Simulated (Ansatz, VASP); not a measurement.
# Two plane-wave programs on ZnSe

The input POSCAR:

```
ZnSe
1.0
    0.0000000000      2.9457175118      2.9457175118
    2.9457175118      0.0000000000      2.9457175118
    2.9457175118      2.9457175118      0.0000000000
Zn Se
1 1
Direct
    0.0000000000      0.0000000000      0.0000000000
    0.2500000000      0.2500000000      0.2500000000
```

File INCAR.step1:

```
SYSTEM = ZnSe
  PREC = Accurate
  ENCUT = 520
  ISMEAR = -1
  SIGMA = 0.02
  LREAL = .False.
  LASPH = .True.
  NELM = 150
  MAGMOM = 0 0 0 0 0 0
  LSORBIT = .True.
  GGA_COMPAT = .False.
  NBANDS = 30
  GGA = PE
  ALGO = Normal
  EDIFF = 1E-4
  LWAVE = .True.
  LCHARG = .False.
```

Contents of INCAR.step2:

```
SYSTEM = ZnSe
  PREC = Accurate
  ENCUT = 520
  EDIFF = 1E-7
  ISMEAR = -1
  SIGMA = 0.02
  LREAL = .False.
  LASPH = .True.
  NELM = 150
  ALGO = Normal
  ISIF = 2
  LWAVE = .False.
  LCHARG = .False.
  MAGMOM = 0 0 0 0 0 0
  LORBIT = 11
  LSORBIT = .True.
  GGA_COMPAT = .False.
  LORBMOM = .True.
  METAGGA = R2SCAN
  LMIXTAU = .True.
  NBANDS = 30
  ISTART = 1
```

KPOINTS

```
regular mesh
0
Gamma
  8 8 8
  0 0 0
```

Input for Ansatz:

```yaml
crystal:
  lattice:
    - [0.0, 2.9457175118, 2.9457175118]
    - [2.9457175118, 0.0, 2.9457175118]
    - [2.9457175118, 2.9457175118, 0.0]
  atoms:
    - { symbol: Zn, position: [0.0, 0.0, 0.0] }
    - { symbol: Se, position: [0.25, 0.25, 0.25] }
kpoints:
  mp_grid: { grid: [8, 8, 8] }
  band_path:
    path:
      - [0.0, 0.0, 0.0]
      - [-0.5, -0.5, 0.0]
      - [-0.375, -0.375, 0.25]
      - [-0.375, 0.0, 0.375]
      - [0.0, 0.0, 0.5]
      - [-0.5, -0.25, 0.25]
    npoints: 1
hamiltonian:
  xc: r2scan
scf:
  occupations: { method: fermi_dirac, width: 0.02 }
  n_extra_bands: 8
magnetization:
  noncollinear: true
  spin_orbit: true
output:
  forces: true
  stress: true
  eigenvalues: true
```

Change from the starting cell: hydrostatic strain +4.0%.

Alike in both runs: task single point; functional r2SCAN; k mesh 8 × 8 × 8; occupations fermi-dirac, width 0.02 eV; non-collinear spin, spin-orbit coupling.

```csv
,VASP,Ansatz
version,VASP 6.6.1,Ansatz 0.2.0
potentials or method,"VASP PAW PBE potentials, release 64 (Zn, Se)","plane waves, PAW"
plane-wave cutoff (eV),520,500
valence electrons in the cell,18,28
```

|  | VASP | Ansatz | Ansatz less VASP |
| --- | --- | --- | --- |
| pressure (GPa) | -5.8 | -5.9 | -0.07 |

VASP's potentials were made for PBE, not for r2SCAN. VASP's potentials hold 18 valence electrons a cell and Ansatz's 28, so a difference there can come from the potentials and not from the codes.
